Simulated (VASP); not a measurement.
Input of a VASP 6.6.1 run:

Contents of INCAR:

```
  PREC = Accurate
  ENCUT = 700
  EDIFF = 1E-6
  ISMEAR = 0
  SIGMA = 0.1
  LREAL = F
  LASPH = T
  NELM = 120
  ALGO = Normal
  ISIF = 2
  LWAVE = F
  LCHARG = T
  GGA = PE
  LELF = T
  LVHAR = T
  NBANDS = 42
  GGA_COMPAT = F
```

File KPOINTS:

```
regular mesh
0
Gamma
  10 10 10
```

File POSCAR:

```
ReOs3C
1.0
    3.9899941353      0.0000000000      0.0000000000
    0.0000000000      2.8931097221      2.9144123972
    0.0000000000     -2.8931097221      2.9144123972
Re Os C
1 3 1
Direct
    0.5000000000      0.9949075237      0.9949075237
    0.0000000000      0.0033254789      0.5499306436
    0.5000000000      0.4354271507      0.4354271507
    0.0000000000      0.5499306436      0.0033254789
    0.0000000000      0.5154144304      0.5154144304
```

Potentials or basis: VASP PAW PBE potentials, release 64 (Re_sv_GW, Os_sv_GW, C).

Launch:

```bash
$ cat potpaw_PBE.64/Re_sv_GW/POTCAR potpaw_PBE.64/Os_sv_GW/POTCAR potpaw_PBE.64/C/POTCAR > POTCAR
$ mpirun -np 1 vasp_std > vasp.out
```

(1) What does it give for the largest force?

(2) Estimate the pressure.

(3) What does it give for the band gap on the k mesh?

Results:

(1) 0.007 eV/Å.

(2) 0.1 GPa.

(3) zero (an odd number of electrons rules out a gap without spin polarisation).

Caveat: spin-orbit coupling is left out, which moves the levels of the heavy elements.
